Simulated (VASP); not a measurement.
# SiC5 (P-62m) in VASP: single point with PBE

Aim: the single point of SiC5 with PBE.

Everything below comes from runs of VASP 6.6.1. Logs are shortened: lines on timing, memory, paths and dates and some standing lists are left out, and cuts for length are marked.

### Step 1. The cell of the first run

It takes space group P-62m (No. 189, hexagonal). The conventional cell has a = 3.585 Å, b = 3.585 Å, c = 7.436 Å, α = 90.00°, β = 90.00°, γ = 120.00°. Within 2.7 Å of Si (site symmetry -62m) lie 6 C at 2.07 Å. Within 2.7 Å of C (site symmetry -6) lie 3 C at 2.07 Å and 3 Si at 2.07 Å. Within 1.9 Å of C (site symmetry m2m) lie 2 C at 1.40 Å.

The cell was generated, and may not be a known phase.

### Step 2. Single point, PBE

Input file INCAR:

```
PREC     = Accurate       # precision mode
ENCUT    = 1300           # plane-wave cutoff, eV
EDIFF    = 1E-6           # SCF threshold, eV
ISMEAR   = 0              # smearing method
SIGMA    = 0.1            # smearing width, eV
LREAL    = False          # projectors in reciprocal space
LASPH    = True           # aspherical terms in the spheres
NELM     = 120            # most SCF steps
ALGO     = Normal         # electronic algorithm
ISIF     = 2              # what is computed and relaxed
LWAVE    = False          # write WAVECAR
LCHARG   = False          # write CHGCAR
GGA      = PE             # functional
NBANDS   = 21             # bands
GGA_COMPAT= False
```

Input file KPOINTS:

```
Automatic mesh
0
Gamma
  6 6 4
```

Input file POSCAR:

```
SiC5
1.0
    3.5850644920      0.0000000000      0.0000000000
   -1.7925322460      3.1047569242      0.0000000000
    0.0000000000      0.0000000000      7.4364509378
Si C
1 5
Direct
    0.0000000000      0.0000000000      0.5000000000
    0.3333333333      0.6666666667      0.5000000000
    0.0000000000      0.7746795231      0.0000000000
    0.7746795231      0.0000000000      0.0000000000
    0.2253204769      0.2253204769      0.0000000000
    0.6666666667      0.3333333333      0.5000000000
```

Potentials or basis: VASP PAW PBE potentials, release 64 (Si, C_h).

Started as:

```console
cat potpaw_PBE.64/Si/POTCAR potpaw_PBE.64/C_h/POTCAR > POTCAR
mpirun -np 1 vasp_std > vasp.out
```

OUTCAR:

```text
PREC = Accurate
   ENCUT = 1300
   EDIFF = 1E-6
   ISMEAR = 0
   LREAL = False
   LASPH = True
   NELM = 120
   ISIF = 2
   GGA = PE

 ion  position               nearest neighbor table
   1  0.000  0.000  0.500-   2 2.07   6 2.07   2 2.07   6 2.07   6 2.07   2 2.07
   2  0.333  0.667  0.500-   1 2.07   1 2.07   1 2.07
   3  0.000  0.775  0.000-   5 1.40   4 1.40
   4  0.775  0.000  0.000-   3 1.40   5 1.40
   5  0.225  0.225  0.000-   3 1.40   4 1.40
   6  0.667  0.333  0.500-   1 2.07   1 2.07   1 2.07

  LATTYP: Found a hexagonal cell.
 ALAT       =     3.5850644920
 C/A-ratio  =     2.0742865169

  Lattice vectors:

 A1 = (   3.5850644920,   0.0000000000,   0.0000000000)
 A2 = (  -1.7925322460,   3.1047569242,   0.0000000000)
 A3 = (   0.0000000000,   0.0000000000,   7.4364509378)

Analysis of symmetry for initial positions (statically):
=====================================================================
 Subroutine PRICEL returns:
 Original cell was already a primitive cell.

 Routine SETGRP: Setting up the symmetry group for a
 hexagonal supercell.

 Subroutine GETGRP returns: Found 12 space group operations
 (whereof 12 operations were pure point group operations)
 out of a pool of 24 trial point group operations.

The static configuration has the point symmetry D_3h.

Analysis of symmetry for dynamics (positions and initial velocities):
=====================================================================
 Subroutine PRICEL returns:
 Original cell was already a primitive cell.

 Routine SETGRP: Setting up the symmetry group for a
 hexagonal supercell.

 Subroutine GETGRP returns: Found 12 space group operations
 (whereof 12 operations were pure point group operations)
 out of a pool of 24 trial point group operations.

The dynamic configuration has the point symmetry D_3h.

 Subroutine INISYM returns: Found 12 space group operations
 (whereof 12 operations are pure point group operations),
 and found     1 'primitive' translations

----------------------------------------------------------------------------------------

                                     Primitive cell

  volume of cell :      82.7733

  direct lattice vectors                    reciprocal lattice vectors
     3.585064492  0.000000000  0.000000000     0.278935010  0.161043203  0.000000000
    -1.792532246  3.104756924  0.000000000     0.000000000  0.322086406  0.000000000
     0.000000000  0.000000000  7.436450938     0.000000000  0.000000000  0.134472749

  length of vectors
     3.585064492  3.585064492  7.436450938     0.322086406  0.322086406  0.134472749

  position of ions in fractional coordinates (direct lattice)
     0.000000000  0.000000000  0.500000000
     0.333333333  0.666666667  0.500000000
     0.000000000  0.774679523  0.000000000
     0.774679523  0.000000000  0.000000000
     0.225320477  0.225320477  0.000000000
     0.666666667  0.333333333  0.500000000

  ion indices of the primitive-cell ions
   primitive index   ion index
                 1           1
                 2           2
                 3           3
                 4           4
                 5           5
                 6           6

----------------------------------------------------------------------------------------

 KPOINTS: Automatic mesh

Automatic generation of k-mesh.
 Grid dimensions read from file:
 generate k-points for:    6    6    4

 Generating k-lattice:

  Cartesian coordinates                     Fractional coordinates (reciprocal lattice)
     0.046489168  0.026840534  0.000000000     0.166666667  0.000000000  0.000000000
     0.000000000  0.053681068  0.000000000     0.000000000  0.166666667  0.000000000
     0.000000000  0.000000000  0.033618187     0.000000000  0.000000000  0.250000000

  Length of vectors
     0.053681068  0.053681068  0.033618187

  Shift w.r.t. Gamma in fractional coordinates (k-lattice)
     0.000000000  0.000000000  0.000000000

 Subroutine IBZKPT returns following result:
 ===========================================

 Found     21 irreducible k-points:

 Following reciprocal coordinates:
            Coordinates               Weight
  0.000000  0.000000  0.000000      1.000000
  0.166667  0.000000  0.000000      6.000000
  0.333333  0.000000  0.000000      6.000000
  0.500000  0.000000  0.000000      3.000000
  0.166667  0.166667  0.000000      6.000000
  0.333333  0.166667  0.000000     12.000000
[... 13 lines left out ...]
  0.333333  0.166667  0.500000     12.000000
  0.333333  0.333333  0.500000      2.000000
   k-points           NKPTS =     21   k-points in BZ     NKDIM =     21   number of bands    NBANDS=     21
   number of dos      NEDOS =    301   number of ions     NIONS =      6
   total plane-waves  NPLWV = 158760
   dimension x,y,z NGX =    42 NGY =   42 NGZ =   90
   dimension x,y,z NGXF=    84 NGYF=   84 NGZF=  180
   ions per type =               1   5
   NGX,Y,Z   is equivalent  to a cutoff of  19.48, 19.48, 20.12 a.u.
   NGXF,Y,Z  is equivalent  to a cutoff of  38.95, 38.95, 40.24 a.u.
 SYSTEM =  unknown system
   PREC   = accura    normal or accurate (medium, high low for compatibility)
   ISTART =      0    job   : 0-new  1-cont  2-samecut
   ICHARG =      2    charge: 1-file 2-atom 10-const
   ISPIN  =      1    spin polarized calculation?
   LNONCOLLINEAR =      F non collinear calculations
   LSORBIT =      F    spin-orbit coupling
   LASPH  =      T    aspherical Exc in radial PAW
   ENCUT  = 1300.0 eV  95.55 Ry    9.77 a.u.  10.54 10.54 21.86*2*pi/ulx,y,z
   NELM   =    120;   NELMIN=  2; NELMDL= -5     # of ELM steps
   EDIFF  = 0.1E-05   stopping-criterion for ELM
   LREAL  =      F    real-space projection
   EDIFFG = 0.1E-04   stopping-criterion for IOM
   NSW    =      0    number of steps for IOM
   IBRION =     -1    ionic relax: 0-MD 1-quasi-New 2-CG
   NFREE  =      0    steps in history (QN), initial steepest desc. (CG)
   ISIF   =      2    stress and relaxation
   ISYM   =      2    0-nonsym 1-usesym 2-fastsym
   POTIM  = 0.5000    time-step for ionic-motion
   TEBEG  =    0.0;   TEEND  =   0.0 temperature during run
   PSTRESS=    0.0 pullay stress
   NELECT =      24.0000    total number of electrons
   NUPDOWN=      -1.0000    fix difference up-down
   EMIN   =  10.00;   EMAX   =-10.00  energy-range for DOS
   EFERMI =   0.00;   METHOD = LEGACY
   ISMEAR =     0;   SIGMA  =   0.10  broadening in eV -4-tet -1-fermi 0-gaus
   EFERMI_NEDOS =   21; number of points for ismear=-14 and -15
   IALGO  =     38    algorithm
   IMIX   =      4    mixing-type and parameters
     AMIX     =   0.40;   BMIX     =  1.00
     AMIX_MAG =   1.60;   BMIX_MAG =  1.00
  volume/ion in A,a.u.               =      13.80        93.10
  Fermi-wavevector in a.u.,A,eV,Ry     =   1.083549  2.047610 15.974301  1.174078
  Thomas-Fermi vector in A             =   2.219617
   LORBIT       =      0    0 simple, 1 ext, 2 COOP (PROOUT), +10 PAW based schemes
   GGA     = PE    functional components
   LHFCALC =     F    Hartree Fock is set to
   AEXX    =    0.0000 exact exchange contribution
   IVDW    =     0    specifies the selected vdW correction
   LEPSILON=     F    determine dielectric tensor
   LRPA    =     F    only Hartree local field effects (RPA)
 non-spin polarized calculation
 Gauss-broadening in eV      SIGMA  =   0.10
  energy-cutoff  :     1300.00
  volume of cell :       82.77
 maximum number of plane-waves:      8848
   NGX = 21   NGY = 21   NGZ = 43

 number of electron      24.0000000 magnetization

 Free energy of the ion-electron system (eV)
  ---------------------------------------------------
  ext. energy  EPLUGINS =         0.00000000
  ---------------------------------------------------
  free energy    TOTEN  =       -33.73327967 eV

  energy without entropy =      -33.71440616  energy(sigma->0) =      -33.72384291

 E-fermi :   3.0995     XC(G=0):  -9.0739

 val. band max:        3.0367008143   @ k =   0.1667   0.0000   0.0000
 cond. band min:       3.1457860322   @ k =   0.3333   0.3333   0.0000
 fundamental gap:      0.1090852179
 Fermi energy:         3.0995224631

 k-point     1 :       0.0000    0.0000    0.0000
  band No.  band energies     occupation
      1     -15.8114      2.00000
      2     -12.6899      2.00000
      3      -3.1447      2.00000
      4      -3.0660      2.00000
      5      -2.5140      2.00000
      6      -2.5140      2.00000
[... 13 lines left out ...]
     20       8.5674      0.00000
     21       8.8407      0.00000

 k-point     2 :       0.1667    0.0000    0.0000
  band No.  band energies     occupation
      1     -15.7234      2.00000
      2     -12.3331      2.00000
      3      -4.6075      2.00000
      4      -4.2110      2.00000
      5      -2.8173      2.00000
      6      -2.7905      2.00000
[... 13 lines left out ...]
     20       8.9210      0.00000
     21      10.1293      0.00000

 k-point     3 :       0.3333    0.0000    0.0000
  band No.  band energies     occupation
      1     -15.5365      2.00000
      2     -11.2817      2.00000
      3      -7.0359      2.00000
      4      -5.8560      2.00000
      5      -3.4432      2.00000
      6      -3.2917      2.00000
[... 13 lines left out ...]
     20      10.6229      0.00000
     21      12.6272      0.00000
[... 385 lines left out ...]
 k-point    20 :       0.3333    0.1667    0.5000
  band No.  band energies     occupation
      1     -15.4382      2.00000
      2     -10.2809      2.00000
      3      -8.0877      2.00000
      4      -6.0474      2.00000
      5      -5.5735      2.00000
      6      -4.3263      2.00000
[... 13 lines left out ...]
     20      12.1100      0.00000
     21      12.9209      0.00000

 k-point    21 :       0.3333    0.3333    0.5000
  band No.  band energies     occupation
      1     -15.3886      2.00000
      2      -8.9243      2.00000
      3      -8.9243      2.00000
      4      -7.0573      2.00000
      5      -5.5132      2.00000
      6      -5.5132      2.00000
[... 13 lines left out ...]
     20      13.5293      0.00000
     21      13.5320      0.00000

------------------------ aborting loop because EDIFF is reached ----------------------------------------

  FORCE on cell =-STRESS in cart. coord.  units (eV):
  Direction    XX          YY          ZZ          XY          YZ          ZX
  --------------------------------------------------------------------------------------
  -------------------------------------------------------------------------------------
  Total       -0.0412999     -0.0412999      0.0848183      0.0000000     -0.0000000      0.0000000
  in kB       -0.7994097     -0.7994097      1.6417604      0.0000000     -0.0000000      0.0000000
  external PRESSURE =       0.0143137 kB  Pullay stress =       0.0000000 kB

 VOLUME and BASIS-vectors are now :
 -----------------------------------------------------------------------------
  energy-cutoff  :     1300.00
  volume of cell :       82.77
      direct lattice vectors                 reciprocal lattice vectors
     3.585064492  0.000000000  0.000000000     0.278935010  0.161043203  0.000000000
    -1.792532246  3.104756924  0.000000000     0.000000000  0.322086406  0.000000000
     0.000000000  0.000000000  7.436450938     0.000000000  0.000000000  0.134472749

 POSITION                                       TOTAL-FORCE (eV/Angst)
 -----------------------------------------------------------------------------------
      0.00000      0.00000      3.71823         0.000000     -0.000000      0.000000
     -0.00000      2.06984      3.71823         0.000000     -0.000000      0.000000
     -1.38864      2.40519      0.00000         0.003387     -0.005867      0.000000
      2.77728      0.00000      0.00000        -0.006775     -0.000000      0.000000
      0.40389      0.69957      0.00000         0.003387      0.005867     -0.000000
      1.79253      1.03492      3.71823         0.000000     -0.000000      0.000000
 -----------------------------------------------------------------------------------
    total drift:                                0.000000      0.000000     -0.000000

  FREE ENERGIE OF THE ION-ELECTRON SYSTEM (eV)
  ---------------------------------------------------
  free  energy   TOTEN  =       -33.7332796678 eV

  energy  without entropy=      -33.7144061575  energy(sigma->0) =      -33.72384291
```

Run time: 80 s. Hardware: 1 thread of Intel Xeon 6975P-C (Granite Rapids), shared host; peak memory 0.44 GiB.

What came out:

| Quantity | Value |
| --- | --- |
| Free energy | -33.7333 eV |
| Pressure | 0.0 GPa |
| Largest force | 0.007 eV/Å |
| Band gap on the k mesh | zero (bands 12 and 13 overlap by 1.50 eV) |

Forces in eV/Å, atoms in the order of the input:
```
Si   0.000  0.000  0.000
C    0.000  0.000  0.000
C    0.003 -0.006  0.000
C   -0.007  0.000  0.000
C    0.003  0.006  0.000
C    0.000  0.000  0.000
```

Levels at points of the mesh, in eV from the Fermi level:
```
           k point  band 10  band 11  band 12  band 13  band 14  band 15
(0.00, 0.00, 0.00)    -4.30    -2.44    -2.44    -0.58    -0.58     0.64
(0.50, 0.00, 0.00)    -2.30    -1.18     0.67     1.16     1.69     2.90
(0.00, 0.00, 0.50)    -4.30    -2.44    -2.44    -0.58    -0.58     0.80
(0.50, 0.00, 0.50)    -2.21    -1.31     0.68     1.18     1.42     2.83
```

The gap in the log of VASP goes by the Fermi energy; the results here count the filled bands.